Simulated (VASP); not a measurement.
# Cd (Cmcm) in VASP: single point with PBE

Aim: the single point of Cd with PBE.

Everything below comes from runs of VASP 6.6.1. Logs are shortened: lines on timing, memory, paths and dates and some standing lists are left out, and cuts for length are marked.

**1. The cell of the first run**

It takes space group Cmcm (No. 63, orthorhombic). The conventional cell has a = 2.979 Å, b = 5.160 Å, c = 5.618 Å, α = 90.00°, β = 90.00°, γ = 90.00°. Within 3.9 Å of Cd (site symmetry m2m) lie 12 Cd at 2.98 to 3.34 Å.

**2. Single point, PBE (one atom moved)**

File INCAR:

```
SYSTEM = Cd
  PREC = Accurate
  ENCUT = 520
  EDIFF = 1E-7
  ISMEAR = 0
  SIGMA = 0.1
  LREAL = .FALSE.
  LASPH = .TRUE.
  NELM = 80
  ALGO = Fast
  ISIF = 2
  LWAVE = .FALSE.
  LCHARG = .FALSE.
  GGA = PE
  NBANDS = 19
```

File KPOINTS:

```
Automatic mesh
0
G
  15 15 8
  0 0 0
```

File POSCAR:

```
Cd
1.0
    2.9788725081      0.0000000000      0.0000000000
   -1.4894362540      2.5797792666      0.0000000000
    0.0000000000      0.0000000000      5.6176500000
Cd
2
Direct
    0.3624055880      0.7248111762      0.2500000000
    0.6666666667      0.3333333333      0.7500000000
```

Potentials or basis: VASP PAW PBE potentials, release 64 (Cd).

The run is started by

```sh
$ cat potpaw_PBE.64/Cd/POTCAR > POTCAR
$ mpirun -np 1 vasp_std > vasp.out
```

OUTCAR:

```text
SYSTEM = Cd
   PREC = Accurate
   ENCUT = 520
   EDIFF = 1E-7
   ISMEAR = 0
   LREAL = .FALSE.
   LASPH = .TRUE.
   NELM = 80
   ISIF = 2
   GGA = PE

 ion  position               nearest neighbor table
   1  0.362  0.725  0.250-   2 3.22   2 3.22   2 3.34   2 3.34   2 3.34   2 3.34
   2  0.667  0.333  0.750-   1 3.22   1 3.22   1 3.34   1 3.34   1 3.34   1 3.34

  LATTYP: Found a hexagonal cell.
 ALAT       =     2.9788725081
 C/A-ratio  =     1.8858309594

  Lattice vectors:

 A1 = (   2.9788725081,   0.0000000000,   0.0000000000)
 A2 = (  -1.4894362540,   2.5797792666,   0.0000000000)
 A3 = (   0.0000000000,   0.0000000000,   5.6176500000)

Analysis of symmetry for initial positions (statically):
=====================================================================
 Subroutine PRICEL returns:
 Original cell was already a primitive cell.

 Routine SETGRP: Setting up the symmetry group for a
 hexagonal supercell.

 Subroutine GETGRP returns: Found  8 space group operations
 (whereof  2 operations were pure point group operations)
 out of a pool of 24 trial point group operations.

The static configuration has the point symmetry C_1h.
 The point group associated with its full space group is D_2h.

Analysis of symmetry for dynamics (positions and initial velocities):
=====================================================================
 Subroutine PRICEL returns:
 Original cell was already a primitive cell.

 Routine SETGRP: Setting up the symmetry group for a
 hexagonal supercell.

 Subroutine GETGRP returns: Found  8 space group operations
 (whereof  2 operations were pure point group operations)
 out of a pool of 24 trial point group operations.

The dynamic configuration has the point symmetry C_1h.
 The point group associated with its full space group is D_2h.

 Subroutine INISYM returns: Found  8 space group operations
 (whereof  2 operations are pure point group operations),
 and found     1 'primitive' translations

----------------------------------------------------------------------------------------

                                     Primitive cell

  volume of cell :      43.1707

  direct lattice vectors                    reciprocal lattice vectors
     2.978872508  0.000000000  0.000000000     0.335697482  0.193815032  0.000000000
    -1.489436254  2.579779267  0.000000000     0.000000000  0.387630063  0.000000000
     0.000000000  0.000000000  5.617650000     0.000000000  0.000000000  0.178010378

[... 82 lines left out ...]
   NELM   =     80;   NELMIN=  2; NELMDL= -5     # of ELM steps
   EDIFF  = 0.1E-06   stopping-criterion for ELM
   LREAL  =      F    real-space projection
   EDIFFG = 0.1E-05   stopping-criterion for IOM
   NSW    =      0    number of steps for IOM
   IBRION =     -1    ionic relax: 0-MD 1-quasi-New 2-CG
   NFREE  =      0    steps in history (QN), initial steepest desc. (CG)
   ISIF   =      2    stress and relaxation
   ISYM   =      2    0-nonsym 1-usesym 2-fastsym
   POTIM  = 0.5000    time-step for ionic-motion
   TEBEG  =    0.0;   TEEND  =   0.0 temperature during run
   PSTRESS=    0.0 pullay stress
   NELECT =      24.0000    total number of electrons
   NUPDOWN=      -1.0000    fix difference up-down
   EMIN   =  10.00;   EMAX   =-10.00  energy-range for DOS
   EFERMI =   0.00;   METHOD = LEGACY
   ISMEAR =     0;   SIGMA  =   0.10  broadening in eV -4-tet -1-fermi 0-gaus
   EFERMI_NEDOS =   21; number of points for ismear=-14 and -15
   IALGO  =     68    algorithm
   IMIX   =      4    mixing-type and parameters
     AMIX     =   0.40;   BMIX     =  1.00
     AMIX_MAG =   1.60;   BMIX_MAG =  1.00
  volume/ion in A,a.u.               =      21.59       145.67
  Fermi-wavevector in a.u.,A,eV,Ry     =   1.346115  2.543789 24.654109  1.812026
  Thomas-Fermi vector in A             =   2.473973
   LORBIT       =      0    0 simple, 1 ext, 2 COOP (PROOUT), +10 PAW based schemes
   GGA     = PE    functional components
   LHFCALC =     F    Hartree Fock is set to
   AEXX    =    0.0000 exact exchange contribution
   IVDW    =     0    specifies the selected vdW correction
   LEPSILON=     F    determine dielectric tensor
   LRPA    =     F    only Hartree local field effects (RPA)
 non-spin polarized calculation
 RMM-DIIS sequential band-by-band and
 Gauss-broadening in eV      SIGMA  =   0.10
  energy-cutoff  :      520.00
  volume of cell :       43.17
 maximum number of plane-waves:      1190
 NGX is ok and might be reduce to    24
   NGX = 11   NGY = 11   NGZ = 21

 number of electron      23.9999998 magnetization

 Free energy of the ion-electron system (eV)
  ---------------------------------------------------
  ext. energy  EPLUGINS =         0.00000000
  ---------------------------------------------------
  free energy    TOTEN  =        -1.46736032 eV

  energy without entropy =       -1.46554795  energy(sigma->0) =       -1.46645414

 E-fermi :   3.0250     XC(G=0): -11.0331

 val. band max:        3.0026718250   @ k =  -0.0667   0.3333   0.0000
 cond. band min:       3.0400194816   @ k =   0.3333   0.3333   0.1250
 fundamental gap:      0.0373476566
 Fermi energy:         3.0250045367

 k-point     1 :       0.0000    0.0000    0.0000
  band No.  band energies     occupation
      1      -6.9155      2.00000
      2      -6.6589      2.00000
      3      -6.2945      2.00000
      4      -6.2805      2.00000
      5      -6.2467      2.00000
      6      -6.2301      2.00000
[... 505 lines left out ...]
      6      -5.9255      2.00000
[... 11 lines left out ...]
     18      16.1789      0.00000
     19      16.5404      0.00000

 [... further k-points ...]

------------------------ aborting loop because EDIFF is reached ----------------------------------------

  FORCE on cell =-STRESS in cart. coord.  units (eV):
  Direction    XX          YY          ZZ          XY          YZ          ZX
  --------------------------------------------------------------------------------------
  -------------------------------------------------------------------------------------
  Total        0.9475249      0.8206667      0.8606151      0.0000000     -0.0000000      0.0000000
  in kB       35.1651167     30.4570796     31.9396697      0.0000000     -0.0000000      0.0000000
  external PRESSURE =      32.5206220 kB  Pullay stress =       0.0000000 kB

 VOLUME and BASIS-vectors are now :
 -----------------------------------------------------------------------------
  energy-cutoff  :      520.00
  volume of cell :       43.17
      direct lattice vectors                 reciprocal lattice vectors
     2.978872508  0.000000000  0.000000000     0.335697482  0.193815032  0.000000000
    -1.489436254  2.579779267  0.000000000     0.000000000  0.387630063  0.000000000
     0.000000000  0.000000000  5.617650000     0.000000000  0.000000000  0.178010378

 POSITION                                       TOTAL-FORCE (eV/Angst)
 -----------------------------------------------------------------------------------
     -0.00000      1.86985      1.40441        -0.000000     -0.051272      0.000000
      1.48944      0.85993      4.21324         0.000000      0.051272     -0.000000
 -----------------------------------------------------------------------------------
    total drift:                                0.000000     -0.000001     -0.000000

  FREE ENERGIE OF THE ION-ELECTRON SYSTEM (eV)
  ---------------------------------------------------
  free  energy   TOTEN  =        -1.4673603219 eV

  energy  without entropy=       -1.4655479543  energy(sigma->0) =       -1.46645414
```

stdout:

```text
POSCAR found type information on POSCAR Cd
 POSCAR found :  1 types and       2 ions
 scaLAPACK will be used
 LDA part: xc-table for (Slater+PW92), standard interpolation
 POSCAR, INCAR and KPOINTS ok, starting setup
 FFT: planning ... GRIDC
 FFT: planning ... GRID_SOFT
 FFT: planning ... GRID
 WAVECAR not read
 entering main loop
```

Wall time 3.8 min (1 thread of Intel Xeon 8259CL, shared host); peak memory 0.32 GiB.

What came out:

```
Free energy            : -1.4674 eV
Pressure               : 3.3 GPa
Largest force          : 0.051 eV/Å
Band gap on the k mesh : zero (bands 12 and 13 overlap by 4.58 eV)
```

Forces on the atoms (eV/Å):
```
Cd   0.000 -0.051  0.000
Cd   0.000  0.051  0.000
```

Caveat: the cell differs from its parent crystal (one atom moved); the cell stands under pressure.
